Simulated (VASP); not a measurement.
# ScSi2O3 (I4/mmm) in VASP: relaxation of cell and atoms with PBE

Aim: the relaxation of cell and atoms of ScSi2O3 with PBE.

Everything below comes from runs of VASP 6.6.1. Logs are shortened: lines on timing, memory, paths and dates and some standing lists are left out, and cuts for length are marked.

## (1) The cell of the first run

It takes space group I4/mmm (No. 139, tetragonal). Conventional cell: a = 4.241 Å, b = 4.241 Å, c = 8.075 Å, α = 90.00°, β = 90.00°, γ = 90.00°. Sc (site symmetry 4/mmm) has 4 O at 2.12 Å within 2.8 Å. Si (site symmetry -4m2) has 2 O at 2.02 Å within 2.7 Å. O (site symmetry mmm) has 2 Si at 2.02 Å and 2 Sc at 2.12 Å and 2 O at 2.12 Å within 2.7 Å. Within 2.8 Å of O (site symmetry 4/mmm) lie 4 O at 2.12 Å.

The cell was built from a structure type or drawn by symmetry, and may not be a known phase.

## (2) Relaxation of cell and atoms, PBE

INCAR reads:

```
PREC = Accurate
ENCUT = 600
EDIFF = 1E-6
ISMEAR = 0
SIGMA = 0.1
LREAL = F
LASPH = T
NELM = 60
ALGO = Normal
ISIF = 3
LWAVE = F
LCHARG = F
GGA = PE
IBRION = 2
NSW = 100
EDIFFG = -0.01
```

KPOINTS reads:

```
Automatic mesh
0
Gamma
  12 12 12
```

POSCAR reads:

```
ScSi2O3
1.0
   -2.1204904877      2.1204904877      4.0375494758
    2.1204904877     -2.1204904877      4.0375494758
    2.1204904877      2.1204904877     -4.0375494758
Sc Si O
1 2 3
Direct
    0.0000000000      0.0000000000      0.0000000000
    0.7500000000      0.2500000000      0.5000000000
    0.2500000000      0.7500000000      0.5000000000
    0.5000000000      0.0000000000      0.5000000000
    0.0000000000      0.5000000000      0.5000000000
    0.5000000000      0.5000000000      0.0000000000
```

Potentials or basis: VASP PAW PBE potentials, release 64 (Sc_sv, Si, O).

Run with:

```console
> cat potpaw_PBE.64/Sc_sv/POTCAR potpaw_PBE.64/Si/POTCAR potpaw_PBE.64/O/POTCAR > POTCAR
> mpirun -np 1 vasp_std > vasp.out
```

OUTCAR:

```text
PREC = Accurate
   ENCUT = 600
   EDIFF = 1E-6
   ISMEAR = 0
   LREAL = F
   LASPH = T
   NELM = 60
   ISIF = 3
   GGA = PE
   IBRION = 2
   NSW = 100
   EDIFFG = -0.01

 ion  position               nearest neighbor table
   1  0.000  0.000  0.000-   4 2.12   5 2.12   5 2.12   4 2.12   2 2.93   3 2.93   2 2.93   3 2.93
                             2 2.93   2 2.93   3 2.93   3 2.93
   2  0.750  0.250  0.500-   4 2.02   5 2.02   1 2.93   1 2.93   1 2.93   1 2.93   3 3.00   3 3.00
                             3 3.00   3 3.00
   3  0.250  0.750  0.500-   4 2.02   5 2.02   1 2.93   1 2.93   1 2.93   1 2.93   2 3.00   2 3.00
                             2 3.00   2 3.00
   4  0.500  0.000  0.500-   2 2.02   3 2.02   1 2.12   1 2.12
   5  0.000  0.500  0.500-   2 2.02   3 2.02   1 2.12   1 2.12
   6  0.500  0.500  0.000-

  LATTYP: Found a body centered tetragonal cell.
 ALAT       =     4.2409809754
 C/A-ratio  =     1.9040639414

  Lattice vectors:

 A1 = (  -2.1204904877,   2.1204904877,   4.0375494758)
 A2 = (   2.1204904877,  -2.1204904877,   4.0375494758)
 A3 = (   2.1204904877,   2.1204904877,  -4.0375494758)

Analysis of symmetry for initial positions (statically):
=====================================================================
 Subroutine PRICEL returns:
 Original cell was already a primitive cell.

 Routine SETGRP: Setting up the symmetry group for a
 body centered tetragonal supercell.

 Subroutine GETGRP returns: Found 16 space group operations
 (whereof 16 operations were pure point group operations)
 out of a pool of 16 trial point group operations.

The static configuration has the point symmetry D_4h.

Analysis of symmetry for dynamics (positions and initial velocities):
=====================================================================
 Subroutine PRICEL returns:
 Original cell was already a primitive cell.

 Routine SETGRP: Setting up the symmetry group for a
 body centered tetragonal supercell.

 Subroutine GETGRP returns: Found 16 space group operations
 (whereof 16 operations were pure point group operations)
 out of a pool of 16 trial point group operations.

The dynamic configuration has the point symmetry D_4h.

 Subroutine INISYM returns: Found 16 space group operations
 (whereof 16 operations are pure point group operations),
 and found     1 'primitive' translations

----------------------------------------------------------------------------------------

                                     Primitive cell

  volume of cell :      72.6190

  direct lattice vectors                    reciprocal lattice vectors
    -2.120490488  2.120490488  4.037549476     0.000000000  0.235794503  0.123837492
     2.120490488 -2.120490488  4.037549476     0.235794503  0.000000000  0.123837492
     2.120490488  2.120490488 -4.037549476     0.235794503  0.235794503  0.000000000

  length of vectors
     5.029390180  5.029390180  5.029390180     0.266335825  0.266335825  0.333463784

  position of ions in fractional coordinates (direct lattice)
     0.000000000  0.000000000  0.000000000
     0.750000000  0.250000000  0.500000000
     0.250000000  0.750000000  0.500000000
     0.500000000  0.000000000  0.500000000
     0.000000000  0.500000000  0.500000000
     0.500000000  0.500000000  0.000000000

  ion indices of the primitive-cell ions
   primitive index   ion index
                 1           1
                 2           2
                 3           3
                 4           4
                 5           5
                 6           6

----------------------------------------------------------------------------------------

 KPOINTS: Automatic mesh

Automatic generation of k-mesh.
 Grid dimensions read from file:
 generate k-points for:   12   12   12

 Generating k-lattice:

  Cartesian coordinates                     Fractional coordinates (reciprocal lattice)
     0.000000000  0.019649542  0.010319791     0.083333333  0.000000000  0.000000000
     0.019649542  0.000000000  0.010319791     0.000000000  0.083333333  0.000000000
     0.019649542  0.019649542  0.000000000     0.000000000  0.000000000  0.083333333

  Length of vectors
     0.022194652  0.022194652  0.027788649

  Shift w.r.t. Gamma in fractional coordinates (k-lattice)
     0.000000000  0.000000000  0.000000000

 Subroutine IBZKPT returns following result:
 ===========================================

 Found    163 irreducible k-points:

 Following reciprocal coordinates:
            Coordinates               Weight
  0.000000  0.000000  0.000000      1.000000
  0.083333  0.000000  0.000000      8.000000
  0.166667 -0.000000  0.000000      8.000000
  0.250000  0.000000  0.000000      8.000000
  0.333333  0.000000  0.000000      8.000000
  0.416667 -0.000000  0.000000      8.000000
[... 16 lines left out ...]
  0.500000  0.166667  0.000000     16.000000
 -0.416667  0.166667  0.000000     16.000000
 [... further k-points ...]
   k-points           NKPTS =    163   k-points in BZ     NKDIM =    163   number of bands    NBANDS=     22
   number of dos      NEDOS =    301   number of ions     NIONS =      6
   total plane-waves  NPLWV =  64000
   dimension x,y,z NGX =    40 NGY =   40 NGZ =   40
   dimension x,y,z NGXF=    80 NGYF=   80 NGZF=   80
   ions per type =               1   2   3
   NGX,Y,Z   is equivalent  to a cutoff of  13.22, 13.22, 13.22 a.u.
   NGXF,Y,Z  is equivalent  to a cutoff of  26.44, 26.44, 26.44 a.u.
 SYSTEM =  unknown system
   PREC   = accura    normal or accurate (medium, high low for compatibility)
   ISTART =      0    job   : 0-new  1-cont  2-samecut
   ICHARG =      2    charge: 1-file 2-atom 10-const
   ISPIN  =      1    spin polarized calculation?
   LNONCOLLINEAR =      F non collinear calculations
   LSORBIT =      F    spin-orbit coupling
   LASPH  =      T    aspherical Exc in radial PAW
   ENCUT  =  600.0 eV  44.10 Ry    6.64 a.u.  10.04 10.04 10.04*2*pi/ulx,y,z
   NELM   =     60;   NELMIN=  2; NELMDL= -5     # of ELM steps
   EDIFF  = 0.1E-05   stopping-criterion for ELM
   LREAL  =      F    real-space projection
   EDIFFG = -.1E-01   stopping-criterion for IOM
   NSW    =    100    number of steps for IOM
   IBRION =      2    ionic relax: 0-MD 1-quasi-New 2-CG
   NFREE  =      1    steps in history (QN), initial steepest desc. (CG)
   ISIF   =      3    stress and relaxation
   ISYM   =      2    0-nonsym 1-usesym 2-fastsym
   POTIM  = 0.5000    time-step for ionic-motion
   TEBEG  =    0.0;   TEEND  =   0.0 temperature during run
   PSTRESS=    0.0 pullay stress
   NELECT =      37.0000    total number of electrons
   NUPDOWN=      -1.0000    fix difference up-down
   EMIN   =  10.00;   EMAX   =-10.00  energy-range for DOS
   EFERMI =   0.00;   METHOD = LEGACY
   ISMEAR =     0;   SIGMA  =   0.10  broadening in eV -4-tet -1-fermi 0-gaus
   EFERMI_NEDOS =   21; number of points for ismear=-14 and -15
   IALGO  =     38    algorithm
   IMIX   =      4    mixing-type and parameters
     AMIX     =   0.40;   BMIX     =  1.00
     AMIX_MAG =   1.60;   BMIX_MAG =  1.00
  volume/ion in A,a.u.               =      12.10        81.68
  Fermi-wavevector in a.u.,A,eV,Ry     =   1.307551  2.470913 23.261732  1.709689
  Thomas-Fermi vector in A             =   2.438278
   LORBIT       =      0    0 simple, 1 ext, 2 COOP (PROOUT), +10 PAW based schemes
   GGA     = PE    functional components
   LHFCALC =     F    Hartree Fock is set to
   AEXX    =    0.0000 exact exchange contribution
   IVDW    =     0    specifies the selected vdW correction
   LEPSILON=     F    determine dielectric tensor
   LRPA    =     F    only Hartree local field effects (RPA)
 conjugate gradient relaxation of ions
 non-spin polarized calculation
 Gauss-broadening in eV      SIGMA  =   0.10
  energy-cutoff  :      600.00
  volume of cell :       72.62
 maximum number of plane-waves:      2448
   NGX = 21   NGY = 21   NGZ = 21

--------------------------------------- Ionic step        1  -------------------------------------------

 number of electron      37.0000010 magnetization

 Free energy of the ion-electron system (eV)
  ---------------------------------------------------
  ext. energy  EPLUGINS =         0.00000000
  ---------------------------------------------------
  free energy    TOTEN  =       -35.67448203 eV

  energy without entropy =      -35.65411113  energy(sigma->0) =      -35.66429658

------------------------ aborting loop because EDIFF is reached ----------------------------------------

  FORCE on cell =-STRESS in cart. coord.  units (eV):
  Direction    XX          YY          ZZ          XY          YZ          ZX
  --------------------------------------------------------------------------------------
  -------------------------------------------------------------------------------------
  Total        0.6573489      0.6573489     -0.6724196      0.0000000      0.0000000      0.0000000
  in kB       14.5029395     14.5029395    -14.8354403      0.0000000      0.0000000      0.0000000
  external PRESSURE =       4.7234796 kB  Pullay stress =       0.0000000 kB

 VOLUME and BASIS-vectors are now :
 -----------------------------------------------------------------------------
  energy-cutoff  :      600.00
  volume of cell :       72.62
      direct lattice vectors                 reciprocal lattice vectors
    -2.120490488  2.120490488  4.037549476     0.000000000  0.235794503  0.123837492
     2.120490488 -2.120490488  4.037549476     0.235794503  0.000000000  0.123837492
     2.120490488  2.120490488 -4.037549476     0.235794503  0.235794503  0.000000000
[... 81 lines left out ...]
 POSITION                                       TOTAL-FORCE (eV/Angst)
 -----------------------------------------------------------------------------------
     -0.00000      0.00000      0.00000         0.000000     -0.000000     -0.000000
      0.00000      2.14229      1.99754        -0.000000     -0.000000      0.000000
      2.14229      0.00000      1.99754         0.000000      0.000000     -0.000000
      0.00000      2.14229      0.00000         0.000000     -0.000000     -0.000000
      2.14229      0.00000      0.00000         0.000000     -0.000000     -0.000000
      0.00000      0.00000      3.99508         0.000000     -0.000000     -0.000000
 -----------------------------------------------------------------------------------
    total drift:                               -0.000000     -0.000000      0.000000

  FREE ENERGIE OF THE ION-ELECTRON SYSTEM (eV)
  ---------------------------------------------------
  free  energy   TOTEN  =       -35.6844830782 eV

  energy  without entropy=      -35.6650413974  energy(sigma->0) =      -35.67476224

--------------------------------------- Ionic step        4  -------------------------------------------

 number of electron      37.0000004 magnetization

 Free energy of the ion-electron system (eV)
  ---------------------------------------------------
  ext. energy  EPLUGINS =         0.00000000
  ---------------------------------------------------
  free energy    TOTEN  =       -35.68808072 eV

  energy without entropy =      -35.67019170  energy(sigma->0) =      -35.67913621

 E-fermi :   6.4292     XC(G=0): -11.1464

 val. band max:        6.4291503244   @ k =  -0.2500  -0.3333   0.1667
 cond. band min:       6.4300409191   @ k =   0.2500   0.2500   0.0000
 fundamental gap:      0.0008905947
 Fermi energy:         6.4291891777

 k-point     1 :       0.0000    0.0000    0.0000
  band No.  band energies     occupation
      1     -43.2673      2.00000
      2     -21.9944      2.00000
      3     -21.9944      2.00000
      4     -21.8855      2.00000
      5     -14.3213      2.00000
      6     -13.2840      2.00000
[... 14 lines left out ...]
     21       8.2634      0.00000
     22       9.5554      0.00000
[... 552 lines left out ...]
  band No.  band energies     occupation
      1     -43.2654      2.00000
      2     -22.1116      2.00000
      3     -22.0242      2.00000
      4     -21.8846      2.00000
      5     -13.6016      2.00000
      6     -13.2469      2.00000
[... 14 lines left out ...]
     21       8.4663      0.00000
     22       8.8751      0.00000

 [... further k-points ...]
[... 5 lines left out ...]
  --------------------------------------------------------------------------------------
  -------------------------------------------------------------------------------------
  Total        0.0026896      0.0026896      0.0160862      0.0000000      0.0000000      0.0000000
  in kB        0.0593548      0.0593548      0.3549981      0.0000000      0.0000000      0.0000000
  external PRESSURE =       0.1579025 kB  Pullay stress =       0.0000000 kB

 VOLUME and BASIS-vectors are now :
 -----------------------------------------------------------------------------
  energy-cutoff  :      600.00
  volume of cell :       72.60
      direct lattice vectors                 reciprocal lattice vectors
    -2.142638537  2.142638537  3.953476967     0.000000000  0.233357140  0.126470953
     2.142638537 -2.142638537  3.953476967     0.233357140  0.000000000  0.126470953
     2.142638537  2.142638537 -3.953476967     0.233357140  0.233357140  0.000000000

 POSITION                                       TOTAL-FORCE (eV/Angst)
 -----------------------------------------------------------------------------------
      2.14264      2.14264      3.95348        -0.000000      0.000000     -0.000000
      0.00000      2.14264      1.97674         0.000000      0.000000      0.000000
      2.14264      0.00000      1.97674        -0.000000     -0.000000     -0.000000
      2.14264      0.00000      3.95348        -0.000000      0.000000     -0.000000
      0.00000      2.14264      3.95348        -0.000000      0.000000     -0.000000
      2.14264      2.14264      0.00000        -0.000000      0.000000     -0.000000
 -----------------------------------------------------------------------------------
    total drift:                               -0.000000     -0.000000      0.000000

  FREE ENERGIE OF THE ION-ELECTRON SYSTEM (eV)
  ---------------------------------------------------
  free  energy   TOTEN  =       -35.6880807226 eV

  energy  without entropy=      -35.6701917033  energy(sigma->0) =      -35.67913621

 reached required accuracy - stopping structural energy minimisation
```

Run time: 8.4 min. Hardware: 1 thread of Intel Xeon 6975P-C (Granite Rapids), shared host; peak memory 0.49 GiB.

Results:

| Item | Value |
| --- | --- |
| Free energy | -35.6881 eV |
| Relaxed volume | 12.10 Å³/atom |
| Relaxed cell | a = 4.981 Å, b = 4.981 Å, c = 4.981 Å, α = 129.05°, β = 129.05°, γ = 74.94° |
| Space group after relaxing (to 0.1 Å) | I4/mmm (No. 139) |
| Energy gained by relaxing | 2.3 meV/atom |
| Ionic steps | 4 |
| Pressure after relaxing | 0.0 GPa |
| Band gap on the k mesh | zero (an odd number of electrons rules out a gap without spin polarisation) |

Step by step:
```tsv
step	energy change (eV)	largest force (eV/Å)	pressure (GPa)	volume (Å³)
1	0.0000	0.0000	0.47	72.62
2	-0.0077	0.0000	-0.33	72.99
3	-0.0100	0.0000	-1.04	73.34
4	-0.0136	0.0000	0.02	72.60
```

Final structure:
```
Sc Si O
1.0
    -2.14264    2.14264    3.95348
     2.14264   -2.14264    3.95348
     2.14264    2.14264   -3.95348
Sc Si O
1 2 3
Direct
  0.00000 0.00000 0.00000
  0.75000 0.25000 0.50000
  0.25000 0.75000 0.50000
  0.50000 0.00000 0.50000
  0.00000 0.50000 0.50000
  0.50000 0.50000 0.00000
```

Levels at points of the mesh, in eV from the Fermi level:
| k point | band 14 | band 15 | band 16 | band 17 | band 18 | band 19 | band 20 | band 21 | band 22 |
| --- | --- | --- | --- | --- | --- | --- | --- | --- | --- |
| (0.00, 0.00, 0.00) | -4.37 | -2.60 | -2.60 | -1.82 | 1.02 | 1.02 | 1.41 | 1.83 | 3.13 |
| (0.50, 0.00, 0.00) | -4.07 | -3.12 | -1.91 | -1.38 | -0.80 | 0.78 | 0.94 | 1.67 | 1.80 |
| (0.50, 0.50, 0.00) | -4.38 | -3.48 | -2.38 | -1.89 | -1.63 | -0.86 | -0.63 | 2.42 | 3.19 |
| (0.50, 0.50, 0.50) | -2.67 | -2.13 | -0.98 | 0.05 | 0.05 | 0.09 | 0.64 | 0.64 | 1.02 |

Caveat: an odd number of electrons without spin polarisation forces a metal; a magnetic or distorted state may lie lower.
